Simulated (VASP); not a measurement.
Ag, 1 atom in the cell. The structure is cubic, space group Fm-3m (No. 225). The conventional cell has a = 4.085 Å, b = 4.085 Å, c = 4.085 Å, α = 90.00°, β = 90.00°, γ = 90.00°. Ag (site symmetry m-3m) has 12 Ag at 2.89 Å within 3.8 Å. 

| Item | Value |
| --- | --- |
| Program | VASP 6.6.1 |
| Task | relaxation of cell and atoms |
| Functional | LDA |
| Potentials or basis | VASP PAW LDA potentials, release 64 (Ag) |
| Cutoff | 600 eV |
| k mesh | 28 × 28 × 28 |
| Occupations | gaussian, width 0.2 eV |
| Spin | no spin polarisation |
| Dipole correction | no |
| Further INCAR settings | ALGO = Fast; EDIFF = 1e-06; IBRION = 2; EDIFFG = -0.001; NSW = 80; ISIF = 3 |

Potentials or basis: VASP PAW LDA potentials, release 64 (Ag).

Run with:

```sh
$ cat potpaw_LDA.64/Ag/POTCAR > POTCAR
$ mpirun -np 1 vasp_std > vasp.out
```

Hardware: 1 thread of Intel(R) Xeon(R) Platinum 8488C (Sapphire Rapids), on a shared host.

Question: How long does it take, and how much memory?

Answer: Run time: 3 min on 1 thread of Intel(R) Xeon(R) Platinum 8488C (Sapphire Rapids) (shared host), peak memory 0.26 GiB. Counts: scf iterations 53, k points 624, ion steps 7.
